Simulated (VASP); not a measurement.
**Co2S: single point with PBE**

The system is Co2S.

```
Co S
1.0
     3.45433    0.00000    0.00000
    -1.72717    2.99154    0.00000
     0.00000    0.00000    3.72976
Co S
2 1
Direct
  0.33333 0.66667 0.50000
  0.66667 0.33333 0.50000
  0.00000 0.00000 0.00000
```

- Program: VASP 6.6.1
- Task: single point
- Functional: PBE
- Potentials or basis: VASP PAW PBE potentials, release 64 (Co_sv, S)
- Cutoff: 600 eV
- k mesh: 6 × 6 × 6
- Occupations: gaussian, width 0.1 eV
- Spin: collinear spin, ferromagnetic start
- Starting moments: [3.0, 3.0, 0.0] μB

```yaml
Pressure: 20.2 GPa
Net_moment: 2.97 μB per cell
Site_moments: Co +1.37; S +0.16 μB
Valence_electrons_inside_the_program's_atomic_spheres: Co 15.27; S 3.56
```

Stress tensor (GPa, compression positive):
```
 37.97   0.00   0.00
  0.00  37.97   0.00
  0.00   0.00 -15.21
```

Levels at points of the mesh, in eV from the Fermi level:
Spin up:
```
           k point  band 18  band 19  band 20  band 21  band 22  band 23  band 24  band 25
(0.00, 0.00, 0.00)    -1.42    -1.42    -1.03    -0.50    -0.14    -0.14     6.20     6.99
(0.50, 0.00, 0.00)    -2.09    -0.88    -0.51    -0.11     0.10     1.00     5.51     5.52
(0.00, 0.00, 0.50)    -2.62    -2.62    -0.75     0.42     0.42     4.32     4.80     9.97
(0.50, 0.00, 0.50)    -1.37    -1.16    -0.92    -0.50    -0.28     1.03     4.44     4.49
```
Spin down:
```tsv
k point	band 17	band 18	band 19	band 20	band 21	band 22
(0.00, 0.00, 0.00)	-1.98	0.06	0.18	0.33	0.33	0.47
(0.50, 0.00, 0.00)	-1.05	-0.65	0.78	0.96	0.99	1.19
(0.00, 0.00, 0.50)	-1.95	-1.85	-1.85	0.51	1.71	1.71
(0.50, 0.00, 0.50)	-0.84	-0.19	0.53	0.59	0.80	0.94
```

Run time: 87 s on 1 thread of Intel(R) Xeon(R) Platinum 8488C (Sapphire Rapids), with other jobs on the host, peak memory 0.2 GiB.

Caveat: the cell stands under pressure. With open d or f shells a metallic result of PBE can be an artefact of self-interaction; +U or a hybrid may open a gap.
